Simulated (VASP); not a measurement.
Here is a VASP 6.6.1 calculation.

File INCAR:

```
PREC = Accurate
ENCUT = 520
EDIFF = 1E-6
ISMEAR = -1
SIGMA = 0.08
LREAL = F
LASPH = T
NELM = 60
ALGO = Normal
ISIF = 2
LWAVE = F
LCHARG = F
GGA = PS
NBANDS = 18
```

File KPOINTS:

```
Automatic mesh
0
Gamma
  16 16 9
```

File POSCAR:

```
Ta
1.0
    2.6908812779      0.0000000000      0.0000000000
   -1.3454406389      2.3303715452      0.0000000000
    0.0000000000      0.0000000000      4.7302216113
Ta
2
Direct
    0.3333333333      0.6666666667      0.2500000000
    0.6666666667      0.3333333333      0.7500000000
```

Potentials or basis: VASP PAW PBE potentials, release 64 (Ta_pv).

Run with:

```sh
$ cat potpaw_PBE.64/Ta_pv/POTCAR > POTCAR
$ mpirun -np 1 vasp_std > vasp.out
```

Problem. Predict the band gap on the k mesh.

Solution. Zero (bands 11 and 12 overlap by 3.01 eV).

Problem. What does it give for the pressure?

Solution. 58.8 GPa.

Stress tensor (GPa, compression positive):
```
58.91  0.00  0.00
 0.00 58.91  0.00
 0.00  0.00 58.69
```

Caveat: the cell stands under pressure; the PAW data sets were made with another functional, which shifts forces and pressure a little; spin-orbit coupling is left out, which moves the levels of the heavy elements.
